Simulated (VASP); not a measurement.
# HC17 in VASP: single point with LDA

Aim: the single point of HC17 with LDA.

Program: VASP 6.6.1. These are calculated values, not measurements. Logs are shortened: lines on timing, memory, paths and dates and some standing lists are left out, and cuts for length are marked.

### 1 The cell of the first run

The cell holds a slab with vacuum, 36 atoms: a = 9.864 Å, b = 9.864 Å, c = 12.000 Å, α = 90.00°, β = 90.00°, γ = 120.00°.

### 2 Single point, LDA

INCAR reads:

```
ALGO = Normal
EDIFF = 1E-6
ENCUT = 520
ISIF = 2
ISMEAR = 0
LASPH = True
LCHARG = False
LREAL = Auto
LWAVE = False
NBANDS = 93
NELM = 60
PREC = Accurate
SIGMA = 0.02
```

KPOINTS reads:

```
k-points
0
Gamma
  2 2 1
```

POSCAR reads:

```
HC17
1.0
    9.8640000000      0.0000000000      0.0000000000
   -4.9320000000      8.5424750000      0.0000000000
    0.0000000000      0.0000000000     12.0000000000
C H
34 2
Direct
   -0.0164604818     -0.0096338590      0.1203962500
    0.1682432719      0.0827349217      0.1203895000
   -0.0090043983      0.2435309439      0.0795417500
    0.1608268543      0.3284570338      0.0795420833
   -0.0079721174      0.4946180118      0.0719950833
    0.1597864587      0.5785015467      0.0719876667
   -0.0090102345      0.7446662706      0.0795369167
    0.1608200981      0.8295824102      0.0795364167
    0.2456946956     -0.0069942259      0.0855909167
    0.4098279208      0.0774901887      0.0760606667
    0.2457013473      0.2499114133      0.0855920833
    0.4098314590      0.3295526179      0.0760607500
    0.2430286399      0.4953898021      0.0727583333
    0.4096094253      0.5785049415      0.0715611667
    0.2430267444      0.7448535700      0.0727530000
    0.4096093514      0.8283182567      0.0715590833
    0.4928286276     -0.0054897439      0.0707835000
    0.6589845116      0.0786064928      0.0707910833
    0.4929081044      0.2450601260      0.0759193333
    0.6584230562      0.3278175236      0.0721820000
    0.4928292881      0.4955314473      0.0707851667
    0.6589835680      0.5775893989      0.0707875000
    0.4933877441      0.7453006301      0.0721716667
    0.6589046179      0.8280572082      0.0759189167
    0.7419815260     -0.0043733227      0.0760578333
    0.9061199915      0.0801106237      0.0855957500
    0.7422067875      0.2448016529      0.0715751667
    0.9087862946      0.3282662226      0.0727619167
    0.7422028769      0.4946152023      0.0715701667
    0.9087816168      0.5777240203      0.0727604167
    0.7419772196      0.7435641310      0.0760548333
    0.9061137403      0.8232124765      0.0855900833
    0.9979534709      0.9975438032      0.2465687500
    1.1538737176      1.0755110199      0.2465326667
    0.9065057939      0.9517567216      0.3103162500
    1.2451473260      1.1211679285      0.3104144167
```

Potentials or basis: VASP PAW LDA potentials, release 64 (C, H).

The run is started by

```sh
cat potpaw_LDA.64/C/POTCAR potpaw_LDA.64/H/POTCAR > POTCAR
mpirun -np 1 vasp_std > vasp.out
```

OUTCAR:

```text
EDIFF = 1E-6
   ENCUT = 520
   ISIF = 2
   ISMEAR = 0
   LASPH = True
   LREAL = Auto
   NELM = 60
   PREC = Accurate

 ion  position               nearest neighbor table
   1  0.984  0.990  0.120-  32 1.49  26 1.49  33 1.52   2 1.58
   2  0.168  0.083  0.120-  11 1.49   9 1.49  34 1.52   1 1.58
   3  0.991  0.244  0.080-  26 1.40  28 1.43   4 1.45
   4  0.161  0.328  0.080-  11 1.40  13 1.43   3 1.45
   5  0.992  0.495  0.072-  28 1.42  30 1.42   6 1.43
   6  0.160  0.579  0.072-  15 1.42  13 1.42   5 1.43
   7  0.991  0.745  0.080-  32 1.40  30 1.43   8 1.45
   8  0.161  0.830  0.080-   9 1.40  15 1.43   7 1.45
[... 24 lines left out ...]
  33  0.998  0.998  0.247-  35 1.09  34 1.33   1 1.52
  34  0.154  0.076  0.247-  36 1.09  33 1.33   2 1.52
  35  0.907  0.952  0.310-  33 1.09
  36  0.245  0.121  0.310-  34 1.09

  LATTYP: Found a hexagonal cell.
 ALAT       =     9.8640000000
 C/A-ratio  =     1.2165450122

  Lattice vectors:

 A1 = (   9.8640000000,   0.0000000000,   0.0000000000)
 A2 = (  -4.9320000000,   8.5424750000,   0.0000000000)
 A3 = (   0.0000000000,   0.0000000000,  12.0000000000)

Analysis of symmetry for initial positions (statically):
=====================================================================
 Subroutine PRICEL returns:
 Original cell was already a primitive cell.

 Routine SETGRP: Setting up the symmetry group for a
 hexagonal supercell.

 Subroutine GETGRP returns: Found  1 space group operations
 (whereof  1 operations were pure point group operations)
 out of a pool of 24 trial point group operations.

The static configuration has the point symmetry C_1 .

Analysis of symmetry for dynamics (positions and initial velocities):
=====================================================================
 Subroutine PRICEL returns:
 Original cell was already a primitive cell.

 Routine SETGRP: Setting up the symmetry group for a
 hexagonal supercell.

 Subroutine GETGRP returns: Found  1 space group operations
 (whereof  1 operations were pure point group operations)
 out of a pool of 24 trial point group operations.

The dynamic configuration has the point symmetry C_1 .

 Subroutine INISYM returns: Found  1 space group operations
 (whereof  1 operations are pure point group operations),
 and found     1 'primitive' translations

[... 140 lines left out ...]
   NELM   =     60;   NELMIN=  2; NELMDL= -5     # of ELM steps
   EDIFF  = 0.1E-05   stopping-criterion for ELM
   LREAL  =      T    real-space projection
   EDIFFG = 0.1E-04   stopping-criterion for IOM
   NSW    =      0    number of steps for IOM
[... 5 lines left out ...]
   TEBEG  =    0.0;   TEEND  =   0.0 temperature during run
   PSTRESS=    0.0 pullay stress
   NELECT =     138.0000    total number of electrons
   NUPDOWN=      -1.0000    fix difference up-down
   EMIN   =  10.00;   EMAX   =-10.00  energy-range for DOS
   EFERMI =   0.00;   METHOD = LEGACY
   ISMEAR =     0;   SIGMA  =   0.02  broadening in eV -4-tet -1-fermi 0-gaus
   EFERMI_NEDOS =   21; number of points for ismear=-14 and -15
   IALGO  =     38    algorithm
   IMIX   =      4    mixing-type and parameters
     AMIX     =   0.40;   BMIX     =  1.00
     AMIX_MAG =   1.60;   BMIX_MAG =  1.00
  volume/ion in A,a.u.               =      28.09       189.54
  Fermi-wavevector in a.u.,A,eV,Ry     =   0.842872  1.592798  9.666041  0.710434
  Thomas-Fermi vector in A             =   1.957649
   LORBIT       =      0    0 simple, 1 ext, 2 COOP (PROOUT), +10 PAW based schemes
   GGA     = CA    functional components
   LHFCALC =     F    Hartree Fock is set to
   AEXX    =    0.0000 exact exchange contribution
   IVDW    =     0    specifies the selected vdW correction
   LEPSILON=     F    determine dielectric tensor
   LRPA    =     F    only Hartree local field effects (RPA)
 non-spin polarized calculation
 Gauss-broadening in eV      SIGMA  =   0.02
  energy-cutoff  :      520.00
  volume of cell :     1011.16
 maximum number of plane-waves:     27273
 NGX is ok and might be reduce to    80
   NGX = 37   NGY = 37   NGZ = 45

 number of electron     137.9999998 magnetization

 Free energy of the ion-electron system (eV)
  ---------------------------------------------------
  ext. energy  EPLUGINS =         0.00000000
  ---------------------------------------------------
  free energy    TOTEN  =      -346.04794546 eV

  energy without entropy =     -346.04794546  energy(sigma->0) =     -346.04794546

 E-fermi :  -1.6324     XC(G=0):  -3.9941

 val. band max:       -1.7571108087   @ k =   0.5000  -0.0000   0.0000
 cond. band min:      -1.5115990643   @ k =   0.5000  -0.0000   0.0000
 fundamental gap:      0.2455117445
 Fermi energy:        -1.6324135606

 k-point     1 :       0.0000    0.0000    0.0000
  band No.  band energies     occupation
      1     -21.1587      2.00000
      2     -20.2590      2.00000
      3     -19.5894      2.00000
      4     -19.5779      2.00000
      5     -19.5147      2.00000
      6     -19.4921      2.00000
[... 325 lines left out ...]
     80       2.5498      0.00000
     81       2.7477      0.00000
 [bands above 81 left out]

------------------------ aborting loop because EDIFF is reached ----------------------------------------

  FORCE on cell =-STRESS in cart. coord.  units (eV):
  Direction    XX          YY          ZZ          XY          YZ          ZX
  --------------------------------------------------------------------------------------
  -------------------------------------------------------------------------------------
  Total      -11.8046364    -13.0111024      0.0037768      0.9964480      0.0044650     -0.0126166
  in kB      -18.7044598    -20.6161067      0.0059843      1.5788729      0.0070748     -0.0199911
  external PRESSURE =     -13.1048607 kB  Pullay stress =       0.0000000 kB

 VOLUME and BASIS-vectors are now :
 -----------------------------------------------------------------------------
  energy-cutoff  :      520.00
  volume of cell :     1011.16
      direct lattice vectors                 reciprocal lattice vectors
     9.864000000  0.000000000  0.000000000     0.101378751  0.058531046  0.000000000
    -4.932000000  8.542475000  0.000000000     0.000000000  0.117062093  0.000000000
     0.000000000  0.000000000 12.000000000     0.000000000  0.000000000  0.083333333

 POSITION                                       TOTAL-FORCE (eV/Angst)
 -----------------------------------------------------------------------------------
      4.81715      8.46018      1.44475        -0.007479      0.002683     -0.037092
      1.25150      0.70676      1.44467         0.008842     -0.000963     -0.040566
      8.57409      2.08036      0.95450         0.008608      0.005155      0.005223
     -0.03355      2.80584      0.95450        -0.007552     -0.006093      0.001548
      7.34591      4.22526      0.86394         0.007683     -0.001964     -0.000420
     -1.27704      4.94184      0.86385        -0.003053      0.000176      0.001645
[... 28 lines left out ...]
      4.24771      8.13036      3.72379        -0.016408     -0.007914      0.029286
      1.82053      1.03507      3.72497         0.021026      0.011893      0.021312
 -----------------------------------------------------------------------------------
    total drift:                                0.010870     -0.019337     -0.029541

  FREE ENERGIE OF THE ION-ELECTRON SYSTEM (eV)
  ---------------------------------------------------
  free  energy   TOTEN  =      -346.0479454591 eV

  energy  without entropy=     -346.0479454591  energy(sigma->0) =     -346.04794546
```

Wall time 35 min (1 thread of AMD EPYC 7R13, shared host); peak memory 0.79 GiB.

Results:

```
Free energy            : -346.0479 eV
Largest force          : 0.083 eV/Å
Band gap on the k mesh : 0.25 eV
```

Forces on the atoms (eV/Å):
```
C   -0.007  0.003 -0.037
C    0.009 -0.001 -0.041
C    0.009  0.005  0.005
C   -0.008 -0.006  0.002
C    0.008 -0.002  0.000
C   -0.003  0.000  0.002
C    0.003  0.010  0.005
C   -0.008  0.004  0.003
C   -0.012  0.001 -0.007
C   -0.002  0.006 -0.007
C   -0.017 -0.006 -0.009
C    0.002 -0.002 -0.010
C    0.008  0.002 -0.003
C    0.004  0.001  0.003
C    0.006 -0.004 -0.002
C   -0.003  0.002  0.003
C    0.003 -0.002  0.002
C    0.001  0.002  0.000
C    0.003 -0.003 -0.006
C   -0.005 -0.007 -0.001
C    0.003 -0.003  0.001
C   -0.003 -0.001  0.001
C    0.002  0.000 -0.002
C   -0.006  0.001 -0.005
C   -0.001 -0.003 -0.007
C    0.002  0.001 -0.011
C    0.005 -0.001  0.000
C   -0.001 -0.004 -0.003
C    0.007 -0.004  0.000
C   -0.001 -0.005 -0.002
C    0.001  0.007 -0.006
C    0.002  0.007 -0.009
C   -0.054 -0.032  0.032
C    0.048  0.030  0.060
H   -0.016 -0.008  0.029
H    0.021  0.012  0.021
```

Caveat: there is no dipole correction, which matters where the two faces differ.
